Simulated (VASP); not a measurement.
# Al (Im-3m) in VASP: notebook

Runs on Al. Level: PBEsol. Tasks: relaxation of cell and atoms, single point.

All numbers are computed with VASP 6.6.1; they aren't measurements. Logs are shortened: lines on timing, memory, paths and dates and some standing lists are left out, and cuts for length are marked.

## Step 1: The cell of the first run

Symmetry: Im-3m, No. 229, cubic system. The conventional cell has a = 3.210 Å, b = 3.210 Å, c = 3.210 Å, α = 90.00°, β = 90.00°, γ = 90.00°. Al (site symmetry m-3m) has 14 Al at 2.78 to 3.21 Å within 3.7 Å.

This isn't the form of Al at room conditions, which is fcc.

## Step 2: Relaxation of cell and atoms, PBEsol, target pressure 20 GPa, at which the enthalpy is minimised

File INCAR:

```
SYSTEM = Al
PREC = Accurate ; ENCUT = 500
EDIFF = 1E-7 ; ISMEAR = -1
SIGMA = 0.1 ; LREAL = .FALSE.
LASPH = .TRUE. ; NELM = 120
ALGO = Normal ; ISIF = 3
LWAVE = .FALSE. ; LCHARG = .FALSE.
GGA = PS ; IBRION = 2
NSW = 80 ; EDIFFG = -0.01
PSTRESS = 200.0 ; GGA_COMPAT = .FALSE.
NELMIN = 4
```

File KPOINTS:

```
regular mesh
0
G
  9 9 9
  0 0 0
```

File POSCAR:

```
Al
1.0
   -1.6050000000      1.6050000000      1.6050000000
    1.6050000000     -1.6050000000      1.6050000000
    1.6050000000      1.6050000000     -1.6050000000
Al
1
Direct
    0.0000000000      0.0000000000      0.0000000000
```

Potentials or basis: VASP PAW PBE potentials, release 64 (Al).

Run with:

```bash
$ cat potpaw_PBE.64/Al/POTCAR > POTCAR
$ mpirun -np 1 vasp_std > vasp.out
```

OUTCAR:

```text
SYSTEM = Al
   PREC = Accurate
   ENCUT = 500
   EDIFF = 1E-7
   ISMEAR = -1
   LREAL = .FALSE.
   LASPH = .TRUE.
   NELM = 120
   ISIF = 3
   GGA = PS
   IBRION = 2
   NSW = 80
   EDIFFG = -0.01
   PSTRESS = 200.0
   NELMIN = 4

 ion  position               nearest neighbor table
   1  0.000  0.000  0.000-

  LATTYP: Found a body centered cubic cell.
 ALAT       =     3.2100000000

  Lattice vectors:

 A1 = (  -1.6050000000,   1.6050000000,   1.6050000000)
 A2 = (   1.6050000000,  -1.6050000000,   1.6050000000)
 A3 = (   1.6050000000,   1.6050000000,  -1.6050000000)

Analysis of symmetry for initial positions (statically):
=====================================================================
 Subroutine PRICEL returns:
 Original cell was already a primitive cell.

 Routine SETGRP: Setting up the symmetry group for a
 body centered cubic supercell.

 Subroutine GETGRP returns: Found 48 space group operations
 (whereof 48 operations were pure point group operations)
 out of a pool of 48 trial point group operations.

The static configuration has the point symmetry O_h .

Analysis of symmetry for dynamics (positions and initial velocities):
=====================================================================
 Subroutine PRICEL returns:
 Original cell was already a primitive cell.

 Routine SETGRP: Setting up the symmetry group for a
 body centered cubic supercell.

 Subroutine GETGRP returns: Found 48 space group operations
 (whereof 48 operations were pure point group operations)
 out of a pool of 48 trial point group operations.

The dynamic configuration has the point symmetry O_h .

 Subroutine INISYM returns: Found 48 space group operations
 (whereof 48 operations are pure point group operations),
 and found     1 'primitive' translations

----------------------------------------------------------------------------------------

                                     Primitive cell

  volume of cell :      16.5381

  direct lattice vectors                    reciprocal lattice vectors
    -1.605000000  1.605000000  1.605000000     0.000000000  0.311526480  0.311526480
     1.605000000 -1.605000000  1.605000000     0.311526480  0.000000000  0.311526480
     1.605000000  1.605000000 -1.605000000     0.311526480  0.311526480  0.000000000

  length of vectors
     2.779941546  2.779941546  2.779941546     0.440564973  0.440564973  0.440564973

  position of ions in fractional coordinates (direct lattice)
     0.000000000  0.000000000  0.000000000

  ion indices of the primitive-cell ions
   primitive index   ion index
                 1           1

----------------------------------------------------------------------------------------

 KPOINTS: regular mesh

Automatic generation of k-mesh.
 Grid dimensions read from file:
 generate k-points for:    9    9    9

 Generating k-lattice:

  Cartesian coordinates                     Fractional coordinates (reciprocal lattice)
     0.000000000  0.034614053  0.034614053     0.111111111  0.000000000  0.000000000
     0.034614053  0.000000000  0.034614053     0.000000000  0.111111111  0.000000000
     0.034614053  0.034614053  0.000000000     0.000000000  0.000000000  0.111111111

  Length of vectors
     0.048951664  0.048951664  0.048951664

  Shift w.r.t. Gamma in fractional coordinates (k-lattice)
     0.000000000  0.000000000  0.000000000

 Subroutine IBZKPT returns following result:
 ===========================================

 Found     35 irreducible k-points:

 Following reciprocal coordinates:
            Coordinates               Weight
  0.000000  0.000000  0.000000      1.000000
  0.111111  0.000000  0.000000     12.000000
  0.222222  0.000000  0.000000     12.000000
  0.333333  0.000000  0.000000     12.000000
  0.444444  0.000000  0.000000     12.000000
  0.111111  0.111111  0.000000     24.000000
[... 16 lines left out ...]
 -0.333333  0.444444  0.111111     48.000000
 -0.444444 -0.444444  0.111111     24.000000
 [... further k-points ...]
   k-points           NKPTS =     35   k-points in BZ     NKDIM =     35   number of bands    NBANDS=      5
   number of dos      NEDOS =    301   number of ions     NIONS =      1
   total plane-waves  NPLWV =   8000
   dimension x,y,z NGX =    20 NGY =   20 NGZ =   20
   dimension x,y,z NGXF=    40 NGYF=   40 NGZF=   40
   ions per type =               1
   NGX,Y,Z   is equivalent  to a cutoff of  11.96, 11.96, 11.96 a.u.
   NGXF,Y,Z  is equivalent  to a cutoff of  23.92, 23.92, 23.92 a.u.
 SYSTEM =  Al
   PREC   = accura    normal or accurate (medium, high low for compatibility)
   ISTART =      0    job   : 0-new  1-cont  2-samecut
   ICHARG =      2    charge: 1-file 2-atom 10-const
   ISPIN  =      1    spin polarized calculation?
   LNONCOLLINEAR =      F non collinear calculations
   LSORBIT =      F    spin-orbit coupling
   LASPH  =      T    aspherical Exc in radial PAW
   ENCUT  =  500.0 eV  36.75 Ry    6.06 a.u.   5.07  5.07  5.07*2*pi/ulx,y,z
   NELM   =    120;   NELMIN=  4; NELMDL= -5     # of ELM steps
   EDIFF  = 0.1E-06   stopping-criterion for ELM
   LREAL  =      F    real-space projection
   EDIFFG = -.1E-01   stopping-criterion for IOM
   NSW    =     80    number of steps for IOM
   IBRION =      2    ionic relax: 0-MD 1-quasi-New 2-CG
   NFREE  =      1    steps in history (QN), initial steepest desc. (CG)
   ISIF   =      3    stress and relaxation
   ISYM   =      2    0-nonsym 1-usesym 2-fastsym
   POTIM  = 0.5000    time-step for ionic-motion
   TEBEG  =    0.0;   TEEND  =   0.0 temperature during run
   PSTRESS=  200.0 pullay stress
   NELECT =       3.0000    total number of electrons
   NUPDOWN=      -1.0000    fix difference up-down
   EMIN   =  10.00;   EMAX   =-10.00  energy-range for DOS
   EFERMI =   0.00;   METHOD = LEGACY
   ISMEAR =    -1;   SIGMA  =   0.10  broadening in eV -4-tet -1-fermi 0-gaus
   EFERMI_NEDOS =   21; number of points for ismear=-14 and -15
   IALGO  =     38    algorithm
   IMIX   =      4    mixing-type and parameters
     AMIX     =   0.40;   BMIX     =  1.00
     AMIX_MAG =   1.60;   BMIX_MAG =  1.00
  volume/ion in A,a.u.               =      16.54       111.60
  Fermi-wavevector in a.u.,A,eV,Ry     =   0.926731  1.751267 11.685089  0.858830
  Thomas-Fermi vector in A             =   2.052725
   LORBIT       =      0    0 simple, 1 ext, 2 COOP (PROOUT), +10 PAW based schemes
   GGA     = PS    functional components
   LHFCALC =     F    Hartree Fock is set to
   AEXX    =    0.0000 exact exchange contribution
   IVDW    =     0    specifies the selected vdW correction
   LEPSILON=     F    determine dielectric tensor
   LRPA    =     F    only Hartree local field effects (RPA)
 conjugate gradient relaxation of ions
 non-spin polarized calculation
  energy-cutoff  :      500.00
  volume of cell :       16.54
 maximum number of plane-waves:       432
   NGX = 11   NGY = 11   NGZ = 11

--------------------------------------- Ionic step        1  -------------------------------------------

 number of electron       3.0000000 magnetization

 Free energy of the ion-electron system (eV)
  ---------------------------------------------------
  ext. energy  EPLUGINS =         0.00000000
  ---------------------------------------------------
  free energy    TOTEN  =        -3.99523972 eV

  energy without entropy =       -3.97948990  energy(sigma->0) =       -3.98736481

 E-fermi :   7.9668     XC(G=0): -10.2523

 val. band max:        7.8146594153   @ k =   0.2222   0.2222   0.2222
 cond. band min:       8.0979365798   @ k =  -0.3333   0.4444   0.1111
 fundamental gap:      0.2832771645
 Fermi energy:         7.9667983730

 k-point     1 :       0.0000    0.0000    0.0000
  band No.  band energies     occupation
      1      -3.1834      2.00000
      2      21.1551      0.00000
      3      21.1551      0.00000
      4      21.1551      0.00000
      5      22.5714      0.00000

 k-point     2 :       0.1111    0.0000    0.0000
  band No.  band energies     occupation
      1      -2.8290      2.00000
      2      17.8690      0.00000
      3      19.4690      0.00000
      4      19.9714      0.00000
      5      21.3941      0.00000

 k-point     3 :       0.2222    0.0000    0.0000
  band No.  band energies     occupation
      1      -1.7710      2.00000
      2      13.3106      0.00000
      3      17.8052      0.00000
      4      18.2229      0.00000
      5      19.7452      0.00000
[... 307 lines left out ...]
  FREE ENERGIE OF THE ION-ELECTRON SYSTEM (eV)
  ---------------------------------------------------
  free  energy   TOTEN  =        -3.8444768264 eV

  energy  without entropy=       -3.8293724857  energy(sigma->0) =       -3.83692466

  enthalpy is  TOTEN    =        -2.1257112540 eV   P V=        1.7187655725

--------------------------------------- Ionic step        5  -------------------------------------------

 number of electron       3.0000000 magnetization

 Free energy of the ion-electron system (eV)
  ---------------------------------------------------
  ext. energy  EPLUGINS =         0.00000000
  ---------------------------------------------------
  free energy    TOTEN  =        -3.84685493 eV

  energy without entropy =       -3.83172825  energy(sigma->0) =       -3.83929159

 E-fermi :  10.0804     XC(G=0): -10.9355

 val. band max:        9.6218483279   @ k =  -0.4444  -0.4444   0.3333
 cond. band min:      10.1297571130   @ k =  -0.3333   0.4444   0.1111
 fundamental gap:      0.5079087850
 Fermi energy:        10.0803997132

 k-point     1 :       0.0000    0.0000    0.0000
  band No.  band energies     occupation
      1      -2.4713      2.00000
      2      24.3402      0.00000
      3      24.3402      0.00000
      4      24.3402      0.00000
      5      27.5024      0.00000

 k-point     2 :       0.1111    0.0000    0.0000
  band No.  band energies     occupation
      1      -2.0719      2.00000
      2      21.0097      0.00000
      3      22.9684      0.00000
      4      23.0280      0.00000
      5      25.3573      0.00000

 k-point     3 :       0.2222    0.0000    0.0000
  band No.  band energies     occupation
      1      -0.8820      2.00000
      2      15.9438      0.00000
      3      20.9709      0.00000
      4      21.3912      0.00000
      5      23.3645      0.00000
[... 190 lines left out ...]
 POSITION                                       TOTAL-FORCE (eV/Angst)
 -----------------------------------------------------------------------------------
     -0.00000      0.00000      0.00000        -0.000000      0.000000      0.000000
 -----------------------------------------------------------------------------------
    total drift:                                0.000000      0.000000      0.000000

  FREE ENERGIE OF THE ION-ELECTRON SYSTEM (eV)
  ---------------------------------------------------
  free  energy   TOTEN  =        -3.8468549321 eV

  energy  without entropy=       -3.8317282482  energy(sigma->0) =       -3.83929159

  enthalpy is  TOTEN    =        -2.1257128195 eV   P V=        1.7211421126

 reached required accuracy - stopping structural energy minimisation
```

Run time: 6.1 s. Hardware: 1 thread of Intel Xeon Platinum 8375C at 2.90GHz (Ice Lake), shared host; peak memory 0.11 GiB.

Results:

```
Free energy                                                : -3.8469 eV
Relaxed volume                                             : 13.79 Å³/atom
Relaxed cell                                               : a = 2.616 Å, b = 2.616 Å, c = 2.616 Å, α = 109.47°, β = 109.47°, γ = 109.47°
Space group after relaxing (to 0.1 Å)                      : Im-3m (No. 229)
Energy change on relaxing (the run minimises the enthalpy) : +148.4 meV/atom
Ionic steps                                                : 5
Pressure after relaxing                                    : 19.9 GPa
Band gap on the k mesh                                     : zero (an odd number of electrons rules out a gap without spin polarisation)
```

Step by step:
```csv
step,energy change (eV),largest force (eV/Å),pressure (GPa),volume (Å³)
1,0.0000,0.0000,0.25,16.54
2,0.4712,0.0000,44.67,12.12
3,0.1444,0.0000,19.57,13.82
4,0.1508,0.0000,20.12,13.77
5,0.1484,0.0000,19.91,13.79
```

Final structure:
```yaml
crystal:
  lattice:
    - [-1.51059, 1.51059, 1.51059]
    - [1.51059, -1.51059, 1.51059]
    - [1.51059, 1.51059, -1.51059]
  atoms:
    - { symbol: Al, position: [0.00000, 0.00000, 0.00000] }
```

Caveat: the cell is relaxed towards a set pressure, so the run minimises the enthalpy, not the energy; the volume moved by over 15 % at a fixed basis, so the end points are rough; the PAW data sets were made with another functional, which shifts forces and pressure a little.

## Step 3: Relaxation of cell and atoms, PBEsol, target pressure 30 GPa, at which the enthalpy is minimised

File INCAR:

```
PREC = Accurate
ENCUT = 500
EDIFF = 1E-7
ISMEAR = -1
SIGMA = 0.1
LREAL = F
LASPH = T
NELM = 120
ALGO = Normal
ISIF = 3
LWAVE = F
LCHARG = F
GGA = PS
IBRION = 2
NSW = 80
EDIFFG = -0.01
PSTRESS = 300.0
GGA_COMPAT = F
NELMIN = 4
```

File KPOINTS:

```
Automatic mesh
0
Gamma
  9 9 9
```

POSCAR is that of step 2.

Potentials or basis: VASP PAW PBE potentials, release 64 (Al).

Run with:

```bash
$ cat potpaw_PBE.64/Al/POTCAR > POTCAR
$ mpirun -np 1 vasp_std > vasp.out
```

Run time: 7 s. Hardware: 1 thread of Intel Xeon Platinum 8375C at 2.90GHz (Ice Lake), shared host; peak memory 0.12 GiB.

Results (log left out):

```
Free energy                                                : -3.7232 eV
Relaxed volume                                             : 12.99 Å³/atom
Relaxed cell                                               : a = 2.565 Å, b = 2.565 Å, c = 2.565 Å, α = 109.47°, β = 109.47°, γ = 109.47°
Space group after relaxing (to 0.1 Å)                      : Im-3m (No. 229)
Energy change on relaxing (the run minimises the enthalpy) : +272.0 meV/atom
Ionic steps                                                : 7
Pressure after relaxing                                    : 30.0 GPa
Band gap on the k mesh                                     : zero (an odd number of electrons rules out a gap without spin polarisation)
```

The path:
| step | energy change (eV) | largest force (eV/Å) | pressure (GPa) | volume (Å³) |
| --- | --- | --- | --- | --- |
| 1 | 0.0000 | 0.0000 | 0.25 | 16.54 |
| 2 | 1.2830 | 0.0000 | 98.41 | 10.22 |
| 3 | 0.2439 | 0.0000 | 27.81 | 13.14 |
| 4 | 0.2662 | 0.0000 | 29.56 | 13.02 |
| 5 | 0.2784 | 0.0000 | 30.50 | 12.95 |
| 6 | 0.2656 | 0.0000 | 29.51 | 13.02 |
| 7 | 0.2720 | 0.0000 | 30.01 | 12.99 |

Final structure:
```cif
data_structure
_symmetry_space_group_name_H-M 'P 1'
_symmetry_Int_Tables_number 1
_cell_length_a 2.5647
_cell_length_b 2.5647
_cell_length_c 2.5647
_cell_angle_alpha 109.471
_cell_angle_beta 109.471
_cell_angle_gamma 109.471
_cell_volume 12.99
loop_
_atom_site_label
_atom_site_type_symbol
_atom_site_fract_x
_atom_site_fract_y
_atom_site_fract_z
_atom_site_occupancy
Al1 Al 0.00000 0.00000 0.00000 1
```

Levels at points of the mesh, in eV from the Fermi level:
```csv
k point,band 1,band 2,band 3,band 4,band 5
"(0.00, 0.00, 0.00)",-13.02,14.66,14.66,14.66,18.49
```

Caveat: the cell is relaxed towards a set pressure, so the run minimises the enthalpy, not the energy; the volume moved by over 15 % at a fixed basis, so the end points are rough; the PAW data sets were made with another functional, which shifts forces and pressure a little.

## Step 4: Single point, PBEsol

This run uses another cell than the first one, of 14.87 Å³/atom.

File INCAR:

```
PREC = Accurate
ENCUT = 500
EDIFF = 1E-6
ISMEAR = -1
SIGMA = 0.1
LREAL = F
LASPH = T
NELM = 120
ALGO = Normal
ISIF = 2
LWAVE = F
LCHARG = T
GGA = PS
LELF = T
LVHAR = T
NBANDS = 8
GGA_COMPAT = F
```

KPOINTS is that of step 3.

File POSCAR:

```
Al
1.0
   -1.5491072794      1.5491072794      1.5491072794
    1.5491072794     -1.5491072794      1.5491072794
    1.5491072794      1.5491072794     -1.5491072794
Al
1
Direct
    0.0000000000      0.0000000000      0.0000000000
```

Run with:

```bash
$ cat potpaw_PBE.64/Al/POTCAR > POTCAR
$ mpirun -np 1 vasp_std > vasp.out
```

It took 1.9 s on 1 thread of Intel Xeon 6975P-C (Granite Rapids), shared host; peak memory 0.12 GiB.

Results (log left out):

```
Free energy            : -3.9459 eV
Pressure               : 10.1 GPa
Band gap on the k mesh : zero (an odd number of electrons rules out a gap without spin polarisation)
```

Levels at points of the mesh, in eV from the Fermi level:
| k point | band 1 | band 2 | band 3 | band 4 | band 5 | band 6 |
| --- | --- | --- | --- | --- | --- | --- |
| (0.00, 0.00, 0.00) | -11.95 | 13.80 | 13.80 | 13.80 | 16.19 | 16.19 |

Caveat: the cell stands under pressure; the PAW data sets were made with another functional, which shifts forces and pressure a little.

(Continued in part 2 of 2.)
